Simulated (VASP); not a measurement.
# C (Fd-3m) in VASP: further runs

Runs on C. Level: r2SCAN. Tasks: single point, relaxation of cell and atoms.

All numbers are computed with VASP 6.6.1; they aren't measurements. Logs are shortened: lines on timing, memory, paths and dates and some standing lists are left out, and cuts for length are marked.

## Step 1: The cell of the first run

The structure is cubic, space group Fd-3m (No. 227). Conventional cell: a = 3.560 Å, b = 3.560 Å, c = 3.560 Å, α = 90.00°, β = 90.00°, γ = 90.00°. Within 2.1 Å of C (site symmetry -43m) lie 4 C at 1.54 Å.

## Step 2: Single point, r2SCAN

File POSCAR:

```
C
1.0
    0.0000000000      1.7801457765      1.7801457765
    1.7801457765      0.0000000000      1.7801457765
    1.7801457765      1.7801457765      0.0000000000
C
2
Direct
    0.5000000000      0.5000000000      0.5000000000
    0.7500000000      0.7500000000      0.7500000000
```

File INCAR.step1:

```
SYSTEM = C
ALGO = Normal
EDIFF = 1E-4
ENCUT = 520
GGA = PE
ISMEAR = 0
LASPH = .True.
LCHARG = .False.
LREAL = .False.
LWAVE = .True.
NBANDS = 11
NELM = 100
PREC = Accurate
SIGMA = 0.02
```

File INCAR.step2:

```
SYSTEM = C
ALGO = Normal
EDIFF = 1E-6
ENCUT = 520
ISIF = 2
ISMEAR = 0
ISTART = 1
LASPH = .True.
LCHARG = .False.
LMIXTAU = .True.
LREAL = .False.
LWAVE = .False.
METAGGA = R2SCAN
NBANDS = 11
NELM = 100
PREC = Accurate
SIGMA = 0.02
```

File KPOINTS:

```
k-points
0
Gamma
  12 12 12
  0 0 0
```

Potentials or basis: VASP PAW PBE potentials, release 64 (C).

On the command line:

```sh
cat potpaw_PBE.64/C/POTCAR > POTCAR
cp INCAR.step1 INCAR
mpirun -np 1 vasp_std > vasp.out
cp INCAR.step2 INCAR
mpirun -np 1 vasp_std > vasp.out
```

OUTCAR:

```text
SYSTEM = C
   EDIFF = 1E-6
   ENCUT = 520
   ISIF = 2
   ISMEAR = 0
   ISTART = 1
   LASPH = .True.
   LREAL = .False.
   METAGGA = R2SCAN
   NELM = 100
   PREC = Accurate

 ion  position               nearest neighbor table
   1  0.500  0.500  0.500-   2 1.54   2 1.54   2 1.54   2 1.54
   2  0.750  0.750  0.750-   1 1.54   1 1.54   1 1.54   1 1.54

  LATTYP: Found a face centered cubic cell.
 ALAT       =     3.5602915530

  Lattice vectors:

 A1 = (   0.0000000000,   1.7801457765,   1.7801457765)
 A2 = (   1.7801457765,   0.0000000000,   1.7801457765)
 A3 = (   1.7801457765,   1.7801457765,   0.0000000000)

Analysis of symmetry for initial positions (statically):
=====================================================================
 Subroutine PRICEL returns:
 Original cell was already a primitive cell.

 Routine SETGRP: Setting up the symmetry group for a
 face centered cubic supercell.

 Subroutine GETGRP returns: Found 48 space group operations
 (whereof 24 operations were pure point group operations)
 out of a pool of 48 trial point group operations.

The static configuration has the point symmetry T_d .
 The point group associated with its full space group is O_h .

Analysis of symmetry for dynamics (positions and initial velocities):
=====================================================================
 Subroutine PRICEL returns:
 Original cell was already a primitive cell.

 Routine SETGRP: Setting up the symmetry group for a
 face centered cubic supercell.

 Subroutine GETGRP returns: Found 48 space group operations
 (whereof 24 operations were pure point group operations)
 out of a pool of 48 trial point group operations.

The dynamic configuration has the point symmetry T_d .
 The point group associated with its full space group is O_h .

 Subroutine INISYM returns: Found 48 space group operations
 (whereof 24 operations are pure point group operations),
 and found     1 'primitive' translations

----------------------------------------------------------------------------------------

                                     Primitive cell

  volume of cell :      11.2823

  direct lattice vectors                    reciprocal lattice vectors
     0.000000000  1.780145776  1.780145776    -0.280875874  0.280875874  0.280875874
     1.780145776  0.000000000  1.780145776     0.280875874 -0.280875874  0.280875874
     1.780145776  1.780145776  0.000000000     0.280875874  0.280875874 -0.280875874

  length of vectors
     2.517506300  2.517506300  2.517506300     0.486491284  0.486491284  0.486491284

  position of ions in fractional coordinates (direct lattice)
     0.500000000  0.500000000  0.500000000
     0.750000000  0.750000000  0.750000000

  ion indices of the primitive-cell ions
   primitive index   ion index
                 1           1
                 2           2

----------------------------------------------------------------------------------------

 KPOINTS: k-points

Automatic generation of k-mesh.
 Grid dimensions read from file:
 generate k-points for:   12   12   12

 Generating k-lattice:

  Cartesian coordinates                     Fractional coordinates (reciprocal lattice)
    -0.023406323  0.023406323  0.023406323     0.083333333  0.000000000  0.000000000
     0.023406323 -0.023406323  0.023406323     0.000000000  0.083333333  0.000000000
     0.023406323  0.023406323 -0.023406323     0.000000000  0.000000000  0.083333333

  Length of vectors
     0.040540940  0.040540940  0.040540940

  Shift w.r.t. Gamma in fractional coordinates (k-lattice)
     0.000000000  0.000000000  0.000000000

 Subroutine IBZKPT returns following result:
 ===========================================

 Found     72 irreducible k-points:

 Following reciprocal coordinates:
            Coordinates               Weight
  0.000000  0.000000  0.000000      1.000000
  0.083333  0.000000  0.000000      8.000000
  0.166667  0.000000  0.000000      8.000000
  0.250000  0.000000  0.000000      8.000000
  0.333333  0.000000  0.000000      8.000000
  0.416667  0.000000  0.000000      8.000000
[... 16 lines left out ...]
  0.500000  0.166667  0.000000     24.000000
 -0.416667  0.166667  0.000000     24.000000
 [... further k-points ...]
   k-points           NKPTS =     72   k-points in BZ     NKDIM =     72   number of bands    NBANDS=     11
   number of dos      NEDOS =    301   number of ions     NIONS =      2
   total plane-waves  NPLWV =   8000
   dimension x,y,z NGX =    20 NGY =   20 NGZ =   20
   dimension x,y,z NGXF=    40 NGYF=   40 NGZF=   40
   ions per type =               2
   NGX,Y,Z   is equivalent  to a cutoff of  13.21, 13.21, 13.21 a.u.
   NGXF,Y,Z  is equivalent  to a cutoff of  26.41, 26.41, 26.41 a.u.
 SYSTEM =  C
   PREC   = accura    normal or accurate (medium, high low for compatibility)
   ISTART =      1    job   : 0-new  1-cont  2-samecut
   ICHARG =      0    charge: 1-file 2-atom 10-const
   ISPIN  =      1    spin polarized calculation?
   LNONCOLLINEAR =      F non collinear calculations
   LSORBIT =      F    spin-orbit coupling
   LASPH  =      T    aspherical Exc in radial PAW
   ENCUT  =  520.0 eV  38.22 Ry    6.18 a.u.   4.68  4.68  4.68*2*pi/ulx,y,z
   NELM   =    100;   NELMIN=  2; NELMDL=  0     # of ELM steps
   EDIFF  = 0.1E-05   stopping-criterion for ELM
   LREAL  =      F    real-space projection
   EDIFFG = 0.1E-04   stopping-criterion for IOM
   NSW    =      0    number of steps for IOM
   IBRION =     -1    ionic relax: 0-MD 1-quasi-New 2-CG
   NFREE  =      0    steps in history (QN), initial steepest desc. (CG)
   ISIF   =      2    stress and relaxation
   ISYM   =      2    0-nonsym 1-usesym 2-fastsym
   POTIM  = 0.5000    time-step for ionic-motion
   TEBEG  =    0.0;   TEEND  =   0.0 temperature during run
   PSTRESS=    0.0 pullay stress
   NELECT =       8.0000    total number of electrons
   NUPDOWN=      -1.0000    fix difference up-down
   EMIN   =  10.00;   EMAX   =-10.00  energy-range for DOS
   EFERMI =   0.00;   METHOD = LEGACY
   ISMEAR =     0;   SIGMA  =   0.02  broadening in eV -4-tet -1-fermi 0-gaus
   EFERMI_NEDOS =   21; number of points for ismear=-14 and -15
   IALGO  =     38    algorithm
   IMIX   =      4    mixing-type and parameters
     AMIX     =   0.40;   BMIX     =  1.00
     AMIX_MAG =   1.60;   BMIX_MAG =  1.00
  volume/ion in A,a.u.               =       5.64        38.07
  Fermi-wavevector in a.u.,A,eV,Ry     =   1.459842  2.758702 28.995912  2.131139
  Thomas-Fermi vector in A             =   2.576362
   LORBIT       =      0    0 simple, 1 ext, 2 COOP (PROOUT), +10 PAW based schemes
   METAGGA = R2SCAN    functional components
   LHFCALC =     F    Hartree Fock is set to
   AEXX    =    0.0000 exact exchange contribution
   IVDW    =     0    specifies the selected vdW correction
   LEPSILON=     F    determine dielectric tensor
   LRPA    =     F    only Hartree local field effects (RPA)
 non-spin polarized calculation
 Gauss-broadening in eV      SIGMA  =   0.02
  energy-cutoff  :      520.00
  volume of cell :       11.28
 maximum number of plane-waves:       313
   NGX =  9   NGY =  9   NGZ =  9

 number of electron       7.9999999 magnetization

 Free energy of the ion-electron system (eV)
  ---------------------------------------------------
  ext. energy  EPLUGINS =         0.00000000
  ---------------------------------------------------
  free energy    TOTEN  =       -19.65721644 eV

  energy without entropy =      -19.65721644  energy(sigma->0) =      -19.65721644

 E-fermi :   9.9638     XC(G=0): -14.2877

 val. band max:        9.7919117526   @ k =   0.0000   0.0000   0.0000
 cond. band min:      14.1471423702   @ k =   0.3333   0.3333   0.0000
 fundamental gap:      4.3552306177
 Fermi energy:         9.9637580007

 k-point     1 :       0.0000    0.0000    0.0000
  band No.  band energies     occupation
      1     -12.9788      2.00000
      2       9.7919      2.00000
      3       9.7919      2.00000
      4       9.7919      2.00000
      5      15.6424      0.00000
      6      15.6424      0.00000
      7      15.6424      0.00000
      8      23.7404      0.00000
      9      30.2605      0.00000
     10      37.2403      0.00000
     11      37.2403      0.00000

 k-point     2 :       0.0833    0.0000    0.0000
  band No.  band energies     occupation
      1     -12.7771      2.00000
      2       8.4697      2.00000
      3       9.4449      2.00000
      4       9.4449      2.00000
      5      16.0977      0.00000
      6      16.0977      0.00000
      7      16.4169      0.00000
      8      23.9406      0.00000
      9      30.6056      0.00000
     10      35.1804      0.00000
     11      35.1804      0.00000

 k-point     3 :       0.1667    0.0000    0.0000
  band No.  band energies     occupation
      1     -12.1747      2.00000
      2       5.7676      2.00000
      3       8.6944      2.00000
      4       8.6944      2.00000
      5      17.0829      0.00000
      6      17.0829      0.00000
      7      17.5670      0.00000
      8      24.5153      0.00000
      9      31.3249      0.00000
     10      33.5344      0.00000
     11      33.5344      0.00000

 k-point     4 :       0.2500    0.0000    0.0000
  band No.  band energies     occupation
      1     -11.1812      2.00000
      2       2.7604      2.00000
      3       7.9231      2.00000
      4       7.9231      2.00000
      5      17.9962      0.00000
      6      17.9962      0.00000
      7      18.3277      0.00000
      8      25.3132      0.00000
      9      31.7633      0.00000
     10      33.1293      0.00000
     11      33.1293      0.00000
[... 239 lines left out ...]
 k-point    22 :       0.4167    0.1667    0.0000
  band No.  band energies     occupation
      1      -8.6116      2.00000
      2      -0.6062      2.00000
      3       5.2217      2.00000
      4       5.4726      2.00000
      5      16.8102      0.00000
      6      21.4235      0.00000
      7      21.4954      0.00000
      8      23.2262      0.00000
      9      32.1805      0.00000
     10      33.5779      0.00000
     11      38.5127      0.00000

 k-point    23 :       0.5000    0.1667    0.0000
  band No.  band energies     occupation
      1      -6.9809      2.00000
      2      -2.9351      2.00000
      3       4.4636      2.00000
      4       5.5646      2.00000
      5      17.2566      0.00000
      6      21.1206      0.00000
      7      21.6028      0.00000
      8      24.9723      0.00000
      9      31.1794      0.00000
     10      35.0885      0.00000
     11      37.7193      0.00000

 k-point    24 :      -0.4167    0.1667    0.0000
  band No.  band energies     occupation
      1      -6.5517      2.00000
      2      -3.4551      2.00000
      3       3.9514      2.00000
      4       5.9654      2.00000
      5      17.7192      0.00000
      6      20.5918      0.00000
      7      21.5796      0.00000
      8      26.2467      0.00000
      9      30.4173      0.00000
     10      35.1251      0.00000
     11      35.9006      0.00000

 [... further k-points ...]
[... 5 lines left out ...]
  --------------------------------------------------------------------------------------
  -------------------------------------------------------------------------------------
  Total        0.0786703      0.0786703      0.0786703     -0.0000000      0.0000000      0.0000000
  in kB       11.1718334     11.1718334     11.1718334     -0.0000000      0.0000000      0.0000000
  external PRESSURE =      11.1718334 kB  Pullay stress =       0.0000000 kB

 VOLUME and BASIS-vectors are now :
 -----------------------------------------------------------------------------
  energy-cutoff  :      520.00
  volume of cell :       11.28
      direct lattice vectors                 reciprocal lattice vectors
     0.000000000  1.780145776  1.780145776    -0.280875874  0.280875874  0.280875874
     1.780145776  0.000000000  1.780145776     0.280875874 -0.280875874  0.280875874
     1.780145776  1.780145776  0.000000000     0.280875874  0.280875874 -0.280875874

 POSITION                                       TOTAL-FORCE (eV/Angst)
 -----------------------------------------------------------------------------------
      1.78015      1.78015      1.78015        -0.000000     -0.000000     -0.000000
      2.67022      2.67022      2.67022         0.000000      0.000000      0.000000
 -----------------------------------------------------------------------------------
    total drift:                                0.000000     -0.000000      0.000000

  FREE ENERGIE OF THE ION-ELECTRON SYSTEM (eV)
  ---------------------------------------------------
  free  energy   TOTEN  =       -19.6572164410 eV

  energy  without entropy=      -19.6572164410  energy(sigma->0) =      -19.65721644
```

Wall time 24 s (1 thread of Intel Xeon 6975P-C, shared host); peak memory 0.12 GiB.

Results:

- Free energy: -19.6572 eV
- Pressure: 1.1 GPa
- Band gap on the k mesh: 4.36 eV, indirect (least direct gap 5.85 eV)

Levels at points of the mesh, in eV from the valence-band top:
```tsv
k point	band 2	band 3	band 4	band 5	band 6	band 7
(0.00, 0.00, 0.00)	0.00	0.00	0.00	5.85	5.85	5.85
(0.50, 0.00, 0.00)	-14.11	-2.99	-2.99	8.90	8.90	9.20
(0.50, 0.50, 0.00)	-13.63	-6.69	-6.69	5.01	5.01	17.96
```

Caveat: the PAW data sets were made with another functional, which shifts forces and pressure a little.

## Step 3: Relaxation of cell and atoms, r2SCAN

File POSCAR:

```
C
1.0
    0.0000000000      1.7803725545      1.7803725545
    1.7803725545      0.0000000000      1.7803725545
    1.7803725545      1.7803725545      0.0000000000
C
2
Direct
    0.5000000000      0.5000000000      0.5000000000
    0.7500000000      0.7500000000      0.7500000000
```

File INCAR.step1:

```
ALGO     = Normal         # electronic algorithm
EDIFF    = 1E-4           # SCF threshold, eV
ENCUT    = 600            # plane-wave cutoff, eV
GGA      = PE             # functional
ISMEAR   = 0              # smearing method
LASPH    = T              # aspherical terms in the spheres
LCHARG   = F              # write CHGCAR
LREAL    = F              # projectors in reciprocal space
LWAVE    = T              # write WAVECAR
NELM     = 80             # most SCF steps
PREC     = Accurate       # precision mode
SIGMA    = 0.02           # smearing width, eV
```

File INCAR.step2:

```
ALGO     = Normal         # electronic algorithm
EDIFF    = 1E-7           # SCF threshold, eV
EDIFFG   = -0.01          # ionic threshold
ENCUT    = 600            # plane-wave cutoff, eV
IBRION   = 2              # ionic algorithm
ISIF     = 3              # what is computed and relaxed
ISMEAR   = 0              # smearing method
ISTART   = 1            
LASPH    = T              # aspherical terms in the spheres
LCHARG   = F              # write CHGCAR
LMIXTAU  = T            
LREAL    = F              # projectors in reciprocal space
LWAVE    = F              # write WAVECAR
METAGGA  = R2SCAN         # meta-GGA
NELM     = 80             # most SCF steps
NSW      = 100            # ionic steps
PREC     = Accurate       # precision mode
SIGMA    = 0.02           # smearing width, eV
```

File KPOINTS:

```
k-points
0
Gamma
  12 12 12
```

Potentials or basis: VASP PAW PBE potentials, release 64 (C).

On the command line:

```sh
cat potpaw_PBE.64/C/POTCAR > POTCAR
cp INCAR.step1 INCAR
mpirun -np 1 vasp_std > vasp.out
cp INCAR.step2 INCAR
mpirun -np 1 vasp_std > vasp.out
```

Wall time 17 s (1 thread of Intel Xeon 6975P-C, shared host); peak memory 0.12 GiB.

It converged, with:

- Free energy: -19.6640 eV
- Pressure after relaxing: 0.2 GPa
- Band gap on the k mesh: 4.35 eV, indirect (least direct gap 5.85 eV)

Final structure:
```xyz
2
Lattice="0.0000 1.7804 1.7804 1.7804 0.0000 1.7804 1.7804 1.7804 0.0000" Properties=species:S:1:pos:R:3 pbc="T T T"
C     1.7804    1.7804    1.7804
C     2.6706    2.6706    2.6706
```

Levels at points of the mesh, in eV from the valence-band top:
```csv
k point,band 2,band 3,band 4,band 5,band 6,band 7
"(0.00, 0.00, 0.00)",0.00,0.00,0.00,5.85,5.85,5.85
"(0.50, 0.00, 0.00)",-14.10,-2.99,-2.99,8.90,8.90,9.20
"(0.50, 0.50, 0.00)",-13.62,-6.69,-6.69,5.01,5.01,17.95
```

Caveat: the relaxation stopped at its first step, so nothing moved; the PAW data sets were made with another functional, which shifts forces and pressure a little. A k mesh can miss the band edges.
